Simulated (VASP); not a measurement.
# CdSe (rocksalt type) (Fm-3m) in VASP: notebook

CdSe (rocksalt type) is run at these levels: PBE; tasks: single point.

All numbers are computed with VASP 6.6.1; they aren't measurements. Logs are shortened: lines on timing, memory, paths and dates and some standing lists are left out, and cuts for length are marked.

## (1) The cell of the first run

The structure is cubic, space group Fm-3m (No. 225). Conventional cell: a = 5.739 Å, b = 5.739 Å, c = 5.739 Å, α = 90.00°, β = 90.00°, γ = 90.00°. Cd (site symmetry m-3m) has 6 Se at 2.87 Å within 3.8 Å. Se (site symmetry m-3m) has 6 Cd at 2.87 Å within 3.8 Å.

## (2) Single point, PBE (23.62 Å³/atom)

The input, POSCAR:

```
CdSe
1.0
    0.0000000000      2.8692735120      2.8692735120
    2.8692735120      0.0000000000      2.8692735120
    2.8692735120      2.8692735120      0.0000000000
Cd Se
1 1
Direct
    0.0000000000      0.0000000000      0.0000000000
    0.5000000000      0.5000000000      0.5000000000
```

The input, INCAR.step1:

```
SYSTEM = CdSe
PREC     = Accurate       ! precision mode
ENCUT    = 400            ! plane-wave cutoff, eV
EDIFF    = 1E-6           ! SCF threshold, eV
ISMEAR   = -1             ! smearing method
SIGMA    = 0.08           ! smearing width, eV
LREAL    = .False.        ! projectors in reciprocal space
LASPH    = .True.         ! aspherical terms in the spheres
NELM     = 120            ! most SCF steps
ALGO     = Normal         ! electronic algorithm
ISIF     = 2              ! what is computed and relaxed
LWAVE    = .False.        ! write WAVECAR
LCHARG   = .True.         ! write CHGCAR
GGA      = PE             ! functional
NBANDS   = 16             ! bands
GGA_COMPAT= .False.      
NEDOS    = 2001           ! points of the DOS
LORBIT   = 11             ! projections on sites
```

The input, KPOINTS.step1:

```
Automatic mesh
0
Gamma
  14 14 14
  0 0 0
```

The input, INCAR.step2:

```
SYSTEM = CdSe
PREC     = Accurate       ! precision mode
ENCUT    = 400            ! plane-wave cutoff, eV
EDIFF    = 1E-6           ! SCF threshold, eV
ISMEAR   = -5             ! smearing method
SIGMA    = 0.08           ! smearing width, eV
LREAL    = .False.        ! projectors in reciprocal space
LASPH    = .True.         ! aspherical terms in the spheres
NELM     = 120            ! most SCF steps
ALGO     = Normal         ! electronic algorithm
ISIF     = 2              ! what is computed and relaxed
LWAVE    = .False.        ! write WAVECAR
LCHARG   = .False.        ! write CHGCAR
GGA      = PE             ! functional
LORBIT   = 10             ! projections on sites
NBANDS   = 16             ! bands
NEDOS    = 2001           ! points of the DOS
ICHARG   = 11             ! starting density
GGA_COMPAT= .False.
```

The input, KPOINTS.step2:

```
Automatic mesh
0
Gamma
  21 21 21
  0 0 0
```

Potentials or basis: VASP PAW PBE potentials, release 64 (Cd, Se).

Command:

```bash
$ cat potpaw_PBE.64/Cd/POTCAR potpaw_PBE.64/Se/POTCAR > POTCAR
$ cp INCAR.step1 INCAR
$ cp KPOINTS.step1 KPOINTS
$ mpirun -np 1 vasp_std > vasp.out
$ cp INCAR.step2 INCAR
$ cp KPOINTS.step2 KPOINTS
$ mpirun -np 1 vasp_std > vasp.out
```

OUTCAR:

```text
SYSTEM = CdSe
   PREC = Accurate
   ENCUT = 400
   EDIFF = 1E-6
   ISMEAR = -5
   LREAL = .False.
   LASPH = .True.
   NELM = 120
   ISIF = 2
   GGA = PE
   LORBIT = 10
   ICHARG = 11

 ion  position               nearest neighbor table
   1  0.000  0.000  0.000-   2 2.87   2 2.87   2 2.87   2 2.87   2 2.87   2 2.87
   2  0.500  0.500  0.500-   1 2.87   1 2.87   1 2.87   1 2.87   1 2.87   1 2.87

  LATTYP: Found a face centered cubic cell.
 ALAT       =     5.7385470240

  Lattice vectors:

 A1 = (   0.0000000000,   2.8692735120,   2.8692735120)
 A2 = (   2.8692735120,   0.0000000000,   2.8692735120)
 A3 = (   2.8692735120,   2.8692735120,   0.0000000000)

Analysis of symmetry for initial positions (statically):
=====================================================================
 Subroutine PRICEL returns:
 Original cell was already a primitive cell.

 Routine SETGRP: Setting up the symmetry group for a
 face centered cubic supercell.

 Subroutine GETGRP returns: Found 48 space group operations
 (whereof 48 operations were pure point group operations)
 out of a pool of 48 trial point group operations.

The static configuration has the point symmetry O_h .

Analysis of symmetry for dynamics (positions and initial velocities):
=====================================================================
 Subroutine PRICEL returns:
 Original cell was already a primitive cell.

 Routine SETGRP: Setting up the symmetry group for a
 face centered cubic supercell.

 Subroutine GETGRP returns: Found 48 space group operations
 (whereof 48 operations were pure point group operations)
 out of a pool of 48 trial point group operations.

The dynamic configuration has the point symmetry O_h .

 Subroutine INISYM returns: Found 48 space group operations
 (whereof 48 operations are pure point group operations),
 and found     1 'primitive' translations

----------------------------------------------------------------------------------------

                                     Primitive cell

  volume of cell :      47.2439

  direct lattice vectors                    reciprocal lattice vectors
     0.000000000  2.869273512  2.869273512    -0.174260139  0.174260139  0.174260139
     2.869273512  0.000000000  2.869273512     0.174260139 -0.174260139  0.174260139
     2.869273512  2.869273512  0.000000000     0.174260139  0.174260139 -0.174260139

  length of vectors
     4.057765515  4.057765515  4.057765515     0.301827414  0.301827414  0.301827414
[... 89 lines left out ...]
   ISIF   =      2    stress and relaxation
   ISYM   =      2    0-nonsym 1-usesym 2-fastsym
   POTIM  = 0.5000    time-step for ionic-motion
   TEBEG  =    0.0;   TEEND  =   0.0 temperature during run
   PSTRESS=    0.0 pullay stress
   NELECT =      18.0000    total number of electrons
   NUPDOWN=      -1.0000    fix difference up-down
   EMIN   =  10.00;   EMAX   =-10.00  energy-range for DOS
   EFERMI =   0.00;   METHOD = LEGACY
   ISMEAR =    -5;   SIGMA  =   0.08  broadening in eV -4-tet -1-fermi 0-gaus
   EFERMI_NEDOS =   21; number of points for ismear=-14 and -15
   IALGO  =     38    algorithm
   IMIX   =      4    mixing-type and parameters
     AMIX     =   0.40;   BMIX     =  1.00
     AMIX_MAG =   1.60;   BMIX_MAG =  1.00
  volume/ion in A,a.u.               =      23.62       159.41
  Fermi-wavevector in a.u.,A,eV,Ry     =   1.186817  2.242759 19.164273  1.408534
  Thomas-Fermi vector in A             =   2.322982
   LORBIT       =     10    0 simple, 1 ext, 2 COOP (PROOUT), +10 PAW based schemes
   GGA     = PE    functional components
   LHFCALC =     F    Hartree Fock is set to
   AEXX    =    0.0000 exact exchange contribution
   IVDW    =     0    specifies the selected vdW correction
   LEPSILON=     F    determine dielectric tensor
   LRPA    =     F    only Hartree local field effects (RPA)
 non-spin polarized calculation
 Fermi weights with tetrahedron method with Bloechl corrections
  energy-cutoff  :      400.00
  volume of cell :       47.24
 maximum number of plane-waves:       883

 number of electron      18.0000000 magnetization

 Free energy of the ion-electron system (eV)
  ---------------------------------------------------
  ext. energy  EPLUGINS =         0.00000000
  ---------------------------------------------------
  free energy    TOTEN  =        -5.20143287 eV

  energy without entropy =       -5.20143287  energy(sigma->0) =       -5.20143287

 E-fermi :   2.2548     XC(G=0): -10.0238

 val. band max:        2.2787594676   @ k =  -0.2857   0.1429   0.0000
 cond. band min:       2.2932397249   @ k =  -0.2381   0.1429   0.0000
 fundamental gap:      0.0144802573
 Fermi energy:         2.2548482400

 k-point     1 :       0.0000    0.0000    0.0000
  band No.  band energies     occupation
      1     -10.6141      2.00000
      2      -5.6147      2.00000
      3      -5.6147      2.00000
      4      -5.5931      2.00000
      5      -5.5931      2.00000
      6      -5.5931      2.00000
[... 433 lines left out ...]
      3      -5.7963      2.00000
      4      -5.7039      2.00000
      5      -5.4741      2.00000
      6      -5.4635      2.00000
[... 8 lines left out ...]
     15      13.8613      0.00000
     16      14.7774      0.00000

 [... further k-points ...]

------------------------ aborting loop because EDIFF is reached ----------------------------------------

  FORCE on cell =-STRESS in cart. coord.  units (eV):
  Direction    XX          YY          ZZ          XY          YZ          ZX
  --------------------------------------------------------------------------------------
  -------------------------------------------------------------------------------------
  Total       -0.0611949     -0.0611949     -0.0611949      0.0000000      0.0000000      0.0000000
  in kB       -2.0752948     -2.0752948     -2.0752948      0.0000000      0.0000000      0.0000000
  external PRESSURE =      -2.0752948 kB  Pullay stress =       0.0000000 kB

 VOLUME and BASIS-vectors are now :
 -----------------------------------------------------------------------------
  energy-cutoff  :      400.00
  volume of cell :       47.24
      direct lattice vectors                 reciprocal lattice vectors
     0.000000000  2.869273512  2.869273512    -0.174260139  0.174260139  0.174260139
     2.869273512  0.000000000  2.869273512     0.174260139 -0.174260139  0.174260139
     2.869273512  2.869273512  0.000000000     0.174260139  0.174260139 -0.174260139

 POSITION                                       TOTAL-FORCE (eV/Angst)
 -----------------------------------------------------------------------------------
      0.00000      0.00000      0.00000         0.000000      0.000000      0.000000
      2.86927      2.86927      2.86927        -0.000000      0.000000     -0.000000
 -----------------------------------------------------------------------------------
    total drift:                               -0.000000     -0.000000     -0.000000

  FREE ENERGIE OF THE ION-ELECTRON SYSTEM (eV)
  ---------------------------------------------------
  free  energy   TOTEN  =        -5.2014328707 eV

  energy  without entropy=       -5.2014328707  energy(sigma->0) =       -5.20143287

 total charge

# of ion       s       p       d       tot
------------------------------------------
    1        0.398   0.231   9.565  10.195
    2        1.463   2.349   0.018   3.829
--------------------------------------------------
tot          1.861   2.580   9.583  14.025
```

Wall time 2.6 min (1 thread of Intel Xeon 8259CL, shared host); peak memory 0.27 GiB.

Results:

- Valence electrons inside the program's atomic spheres: Cd 10.20; Se 3.83

Levels at points of the mesh, in eV from the Fermi level:
```tsv
k point	band 5	band 6	band 7	band 8	band 9	band 10	band 11	band 12	band 13	band 14
(0.00, 0.00, 0.00)	-7.85	-7.85	-0.57	-0.57	-0.57	0.15	8.70	8.70	8.70	9.84
```

Caveat: tetrahedron occupations give inexact forces and stress in metals.

## (3) Single point, PBE (9.45 Å³/atom)

This run uses another cell than the first one, of 9.45 Å³/atom.

The input, POSCAR:

```
CdSe
1.0
    0.0000000000      2.1140987993      2.1140987993
    2.1140987993      0.0000000000      2.1140987993
    2.1140987993      2.1140987993      0.0000000000
Cd Se
1 1
Direct
    0.0000000000      0.0000000000      0.0000000000
    0.5000000000      0.5000000000      0.5000000000
```

The input, INCAR.step1:

```
SYSTEM = CdSe
  PREC = Accurate
  ENCUT = 400
  EDIFF = 1E-6
  ISMEAR = -1
  SIGMA = 0.08
  LREAL = .FALSE.
  LASPH = .TRUE.
  NELM = 120
  ALGO = Normal
  ISIF = 2
  LWAVE = .FALSE.
  LCHARG = .TRUE.
  GGA = PE
  NBANDS = 16
  GGA_COMPAT = .FALSE.
  NEDOS = 2001
  LORBIT = 11
```

The input, KPOINTS.step1:

```
regular mesh
0
G
  14 14 14
  0 0 0
```

The input, INCAR.step2:

```
SYSTEM = CdSe
  PREC = Accurate
  ENCUT = 400
  EDIFF = 1E-6
  ISMEAR = -5
  SIGMA = 0.08
  LREAL = .FALSE.
  LASPH = .TRUE.
  NELM = 120
  ALGO = Normal
  ISIF = 2
  LWAVE = .FALSE.
  LCHARG = .FALSE.
  GGA = PE
  LORBIT = 10
  NEDOS = 2001
  ICHARG = 11
  GGA_COMPAT = .FALSE.
```

The input, KPOINTS.step2:

```
regular mesh
0
G
  21 21 21
  0 0 0
```

Potentials or basis: VASP PAW PBE potentials, release 64 (Cd, Se).

Command:

```bash
$ cat potpaw_PBE.64/Cd/POTCAR potpaw_PBE.64/Se/POTCAR > POTCAR
$ cp INCAR.step1 INCAR
$ cp KPOINTS.step1 KPOINTS
$ mpirun -np 1 vasp_std > vasp.out
$ cp INCAR.step2 INCAR
$ cp KPOINTS.step2 KPOINTS
$ mpirun -np 1 vasp_std > vasp.out
```

It took 36 s on 1 thread of Intel Xeon Platinum 8259CL at 2.50GHz (Skylake/Cascade Lake), shared host; peak memory 0.17 GiB.

It converged, with:

```
Valence electrons inside the program's atomic spheres : Cd 12.05; Se 5.09
```

Levels at points of the mesh, in eV from the Fermi level:
```csv
k point,band 5,band 6,band 7,band 8,band 9,band 10,band 11,band 12,band 13
"(0.00, 0.00, 0.00)",-14.85,-14.85,-3.72,-3.72,-3.72,5.34,7.20,8.80,8.80
```

Caveat: tetrahedron occupations give inexact forces and stress in metals.
